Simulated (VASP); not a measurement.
# Co (P6_3/mmc) in VASP: single point with PBE

Aim: the single point of Co with PBE.

All numbers are computed with VASP 6.6.1; they aren't measurements. Logs are shortened: lines on timing, memory, paths and dates and some standing lists are left out, and cuts for length are marked.

**1. The cell of the first run**

The structure is hexagonal, space group P6_3/mmc (No. 194). Conventional cell: a = 2.493 Å, b = 2.493 Å, c = 4.031 Å, α = 90.00°, β = 90.00°, γ = 120.00°. Co (site symmetry -6m2) has 12 Co at 2.48 to 2.49 Å within 3.3 Å.

**2. Single point, PBE, collinear spin, ferromagnetic start**

Contents of INCAR:

```
SYSTEM = Co
PREC = Accurate ; ENCUT = 520
EDIFF = 1E-7 ; ISMEAR = 0
SIGMA = 0.05 ; LREAL = .FALSE.
LASPH = .TRUE. ; NELM = 150
ALGO = Normal ; ISIF = 2
LWAVE = .FALSE. ; LCHARG = .FALSE.
ISPIN = 2 ; MAGMOM = 1.5 1.5
LORBIT = 11 ; LMAXMIX = 4
GGA = PE ; NBANDS = 20
```

Contents of KPOINTS:

```
regular mesh
0
G
  20 20 10
  0 0 0
```

Contents of POSCAR:

```
Co
1.0
    2.4930265643      0.0000000000      0.0000000000
   -1.2465132822      2.1590243370      0.0000000000
    0.0000000000      0.0000000000      4.0312330809
Co
2
Direct
    0.3333333333      0.6666666667      0.7500000000
    0.6666666667      0.3333333333      0.2500000000
```

Potentials or basis: VASP PAW PBE potentials, release 64 (Co).

Started as:

```bash
> cat potpaw_PBE.64/Co/POTCAR > POTCAR
> mpirun -np 1 vasp_std > vasp.out
```

OUTCAR:

```text
SYSTEM = Co
   PREC = Accurate
   ENCUT = 520
   EDIFF = 1E-7
   ISMEAR = 0
   LREAL = .FALSE.
   LASPH = .TRUE.
   NELM = 150
   ISIF = 2
   ISPIN = 2
   LORBIT = 11
   GGA = PE

 ion  position               nearest neighbor table
   1  0.333  0.667  0.750-   2 2.48   2 2.48   2 2.48   2 2.48   2 2.48   2 2.48
   2  0.667  0.333  0.250-   1 2.48   1 2.48   1 2.48   1 2.48   1 2.48   1 2.48

  LATTYP: Found a hexagonal cell.
 ALAT       =     2.4930265643
 C/A-ratio  =     1.6170036608

  Lattice vectors:

 A1 = (   2.4930265643,   0.0000000000,   0.0000000000)
 A2 = (  -1.2465132822,   2.1590243370,   0.0000000000)
 A3 = (   0.0000000000,   0.0000000000,   4.0312330809)

Analysis of symmetry for initial positions (statically):
=====================================================================
 Subroutine PRICEL returns:
 Original cell was already a primitive cell.

 Routine SETGRP: Setting up the symmetry group for a
 hexagonal supercell.

 Subroutine GETGRP returns: Found 24 space group operations
 (whereof 12 operations were pure point group operations)
 out of a pool of 24 trial point group operations.

The static configuration has the point symmetry D_3d.
 The point group associated with its full space group is D_6h.

Analysis of symmetry for dynamics (positions and initial velocities):
=====================================================================
 Subroutine PRICEL returns:
 Original cell was already a primitive cell.

 Routine SETGRP: Setting up the symmetry group for a
 hexagonal supercell.

 Subroutine GETGRP returns: Found 24 space group operations
 (whereof 12 operations were pure point group operations)
 out of a pool of 24 trial point group operations.

The dynamic configuration has the point symmetry D_3d.
 The point group associated with its full space group is D_6h.

Analysis of structural, dynamic, and magnetic symmetry:
=====================================================================
 Subroutine PRICEL returns:
 Original cell was already a primitive cell.

 Routine SETGRP: Setting up the symmetry group for a
 hexagonal supercell.

 Subroutine GETGRP returns: Found 24 space group operations
 (whereof 12 operations were pure point group operations)
 out of a pool of 24 trial point group operations.

The overall configuration has the point symmetry D_3d.
 The point group associated with its full space group is D_6h.

 Subroutine INISYM returns: Found 24 space group operations
 (whereof 12 operations are pure point group operations),
 and found     1 'primitive' translations

----------------------------------------------------------------------------------------
[... 113 lines left out ...]
     AMIX_MAG =   1.60;   BMIX_MAG =  1.00
  volume/ion in A,a.u.               =      10.85        73.21
  Fermi-wavevector in a.u.,A,eV,Ry     =   1.538243  2.906857 32.193980  2.366191
  Thomas-Fermi vector in A             =   2.644639
   LORBIT       =     11    0 simple, 1 ext, 2 COOP (PROOUT), +10 PAW based schemes
   GGA     = PE    functional components
   LHFCALC =     F    Hartree Fock is set to
   AEXX    =    0.0000 exact exchange contribution
   IVDW    =     0    specifies the selected vdW correction
   LEPSILON=     F    determine dielectric tensor
   LRPA    =     F    only Hartree local field effects (RPA)
 spin polarized calculation
 Gauss-broadening in eV      SIGMA  =   0.05
  energy-cutoff  :      520.00
  volume of cell :       21.70
 maximum number of plane-waves:       597
 NGX is ok and might be reduce to    20
   NGX =  9   NGY =  9   NGZ = 15

 number of electron      17.9999997 magnetization       3.1944802

 Free energy of the ion-electron system (eV)
  ---------------------------------------------------
  ext. energy  EPLUGINS =         0.00000000
  ---------------------------------------------------
  free energy    TOTEN  =       -14.07267110 eV

  energy without entropy =      -14.07036503  energy(sigma->0) =      -14.07151807

 E-fermi :  10.2570     XC(G=0): -13.4039

 val. band max:       10.2519383502   @ k =   0.2000   0.0500   0.1000
 cond. band min:      10.2589701136   @ k =   0.1000   0.0500   0.2000
 fundamental gap:      0.0070317634
 Fermi energy:        10.2569963595

 spin component 1

 k-point     1 :       0.0000    0.0000    0.0000
  band No.  band energies     occupation
      1       1.3519      1.00000
      2       5.1327      1.00000
      3       7.6512      1.00000
      4       7.6747      1.00000
      5       7.6747      1.00000
      6       7.9863      1.00000
[... 541 lines left out ...]
     19      34.5408      0.00000
     20      35.5159      0.00000

 [... further k-points ...]

 spin component 2

 k-point     1 :       0.0000    0.0000    0.0000
  band No.  band energies     occupation
      1       1.3401      1.00000
      2       6.0668      1.00000
      3       9.2710      1.00000
      4       9.3000      1.00000
      5       9.3000      1.00000
      6       9.6653      1.00000
[... 541 lines left out ...]
     19      34.8384      0.00000
     20      35.8727      0.00000

 [... further k-points ...]
[... 5 lines left out ...]
  --------------------------------------------------------------------------------------
  -------------------------------------------------------------------------------------
  Total       -0.0771973     -0.0771973     -0.1248009      0.0000000     -0.0000000      0.0000000
  in kB       -5.7002051     -5.7002051     -9.2152286      0.0000000     -0.0000000      0.0000000
  external PRESSURE =      -6.8718796 kB  Pullay stress =       0.0000000 kB

 VOLUME and BASIS-vectors are now :
 -----------------------------------------------------------------------------
  energy-cutoff  :      520.00
  volume of cell :       21.70
      direct lattice vectors                 reciprocal lattice vectors
     2.493026564  0.000000000  0.000000000     0.401118871  0.231586088  0.000000000
    -1.246513282  2.159024337  0.000000000     0.000000000  0.463172176  0.000000000
     0.000000000  0.000000000  4.031233081     0.000000000  0.000000000  0.248063057

 POSITION                                       TOTAL-FORCE (eV/Angst)
 -----------------------------------------------------------------------------------
     -0.00000      1.43935      3.02342         0.000000     -0.000000      0.000000
      1.24651      0.71967      1.00781        -0.000000      0.000000      0.000000
 -----------------------------------------------------------------------------------
    total drift:                               -0.000000      0.000000     -0.000000

  FREE ENERGIE OF THE ION-ELECTRON SYSTEM (eV)
  ---------------------------------------------------
  free  energy   TOTEN  =       -14.0726710997 eV

  energy  without entropy=      -14.0703650336  energy(sigma->0) =      -14.07151807

 total charge

# of ion       s       p       d       tot
------------------------------------------
    1        0.488   0.521   7.264   8.273
    2        0.488   0.521   7.264   8.273
--------------------------------------------------
tot          0.976   1.041  14.529  16.547

 magnetization (x)

# of ion       s       p       d       tot
------------------------------------------
    1       -0.015  -0.055   1.689   1.618
    2       -0.015  -0.055   1.689   1.618
--------------------------------------------------
tot         -0.031  -0.111   3.377   3.236
```

Run time: 3 min. Hardware: 1 thread of Oxide Virtual Turin-like, shared host; peak memory 0.23 GiB.

Results:

```
Free energy                                           : -14.0727 eV
Pressure                                              : -0.7 GPa
Net moment                                            : 3.19 μB per cell
Site moments                                          : Co +1.62 μB
Valence electrons inside the program's atomic spheres : Co 8.27
```

Stress tensor (GPa, compression positive):
```
-0.57  0.00  0.00
 0.00 -0.57  0.00
 0.00  0.00 -0.92
```

Levels at points of the mesh, in eV from the Fermi level:
Spin up:
| k point | band 9 | band 10 | band 11 | band 12 | band 13 | band 14 |
| --- | --- | --- | --- | --- | --- | --- |
| (0.00, 0.00, 0.00) | -1.93 | -0.83 | -0.83 | -0.07 | 6.36 | 21.98 |
| (0.50, 0.00, 0.00) | -0.61 | -0.55 | 1.31 | 3.32 | 9.69 | 10.34 |
| (0.00, 0.00, 0.50) | -1.14 | -1.14 | -1.14 | -1.14 | 15.03 | 15.03 |
| (0.50, 0.00, 0.50) | -0.60 | -0.60 | 1.60 | 1.60 | 7.26 | 7.26 |
Spin down:
```
           k point  band 5  band 6  band 7  band 8  band 9  band 10
(0.00, 0.00, 0.00)   -0.96   -0.59   -0.59   -0.17   -0.17    -0.14
(0.50, 0.00, 0.00)   -1.11   -1.03   -0.62    1.17    1.30     1.34
(0.00, 0.00, 0.50)   -1.02   -1.02   -1.02   -1.02    0.71     0.71
(0.50, 0.00, 0.50)   -0.06   -0.06    0.25    0.25    1.27     1.27
```
